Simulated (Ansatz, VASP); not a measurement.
Two plane-wave programs on ZnS

Contents of INCAR:

```
  PREC = Accurate
  ENCUT = 520
  EDIFF = 1E-7
  ISMEAR = 0
  SIGMA = 0.1
  LREAL = False
  LASPH = True
  NELM = 60
  ALGO = Normal
  ISIF = 2
  LWAVE = False
  LCHARG = False
  GGA = PS
  NBANDS = 36
```

The input KPOINTS:

```
Automatic mesh
0
Gamma
  6 6 6
```

POSCAR

```
ZnS
1.0
    1.9030712007      1.0987386700      9.3519478348
   -1.9030712007      1.0987386700      9.3519478348
    0.0000000000     -2.1974773400      9.3519478348
Zn S
3 3
Direct
    0.9999711400      0.9999711400      0.9999711400
    0.2222694100      0.2222694100      0.2222694100
    0.4446134400      0.4446134400      0.4446134400
    0.0832671700      0.0832671700      0.0832671700
    0.5278423000      0.5278423000      0.5278423000
    0.3053625400      0.3053625400      0.3053625400
```

Input for Ansatz:

```yaml
crystal:
  lattice:
    - [1.9030712007, 1.09873867, 9.3519478348]
    - [-1.9030712007, 1.09873867, 9.3519478348]
    - [0.0, -2.19747734, 9.3519478348]
  atoms:
    - { symbol: Zn, position: [0.99997114, 0.99997114, 0.99997114] }
    - { symbol: Zn, position: [0.22226941, 0.22226941, 0.22226941] }
    - { symbol: Zn, position: [0.44461344, 0.44461344, 0.44461344] }
    - { symbol: S, position: [0.08326717, 0.08326717, 0.08326717] }
    - { symbol: S, position: [0.5278423, 0.5278423, 0.5278423] }
    - { symbol: S, position: [0.30536254, 0.30536254, 0.30536254] }
basis:
  ecutwfc: 420
kpoints:
  mp_grid: { grid: [6, 6, 6] }
hamiltonian:
  xc: pbesol
scf:
  occupations: { method: gaussian, width: 0.1 }
output:
  forces: true
  stress: true
  eigenvalues: true
```

Alike in both runs: task single point; functional PBEsol; k mesh 6 × 6 × 6; occupations gaussian, width 0.1 eV; no spin polarisation.

```csv
,VASP,Ansatz
version,VASP 6.6.1,Ansatz 0.2.0
potentials or method,"VASP PAW PBE potentials, release 64 (Zn, S), cutoff 520 eV","scalar-relativistic, plane waves, PAW"
valence electrons in the cell,54,54
```

```csv
,VASP,Ansatz,Ansatz less VASP
gap on the k mesh at the Fermi level (eV),2.06,2.06,-0.006
least direct gap on the mesh (eV),2.06,2.06,-0.006
pressure (GPa),-1.1,-1.3,-0.18
rms of the force components (eV/Å),0.003,0.004,+0.0002
```

VASP's potentials were made for PBE, not for PBEsol. Atom by atom the forces differ by 0.000 eV/Å (rms over components).
